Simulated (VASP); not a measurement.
Te, 3 atoms in the cell. It takes space group P3_121 (No. 152, trigonal). The conventional cell has a = 4.623 Å, b = 4.623 Å, c = 5.905 Å, α = 90.00°, β = 90.00°, γ = 120.00°. Within 3.7 Å of Te (site symmetry 2) lie 6 Te at 2.83 to 3.62 Å. 

- Program: VASP 6.6.1
- Task: single point
- Functional: r2SCAN
- Potentials or basis: VASP PAW PBE potentials, release 64 (Te)
- Cutoff: 550 eV
- k mesh: 9 × 9 × 6
- Occupations: gaussian, width 0.02 eV
- Spin: no spin polarisation
- Dipole correction: no
- Further INCAR settings: ALGO = Normal; EDIFF = 1e-06; NBANDS = 16

Potentials or basis: VASP PAW PBE potentials, release 64 (Te).

The run is started by

```sh
$ cat potpaw_PBE.64/Te/POTCAR > POTCAR
$ cp INCAR.step1 INCAR
$ mpirun -np 1 vasp_std > vasp.out
$ cp INCAR.step2 INCAR
$ mpirun -np 1 vasp_std > vasp.out
```

Hardware: 1 thread of Intel Xeon 8259CL, with other jobs on the host.

Problem. Estimate the wall time of this run.

Solution. Wall time 6.4 min on 1 thread of Intel Xeon 8259CL (shared host), peak memory 0.3 GiB. Counts: k points 62.
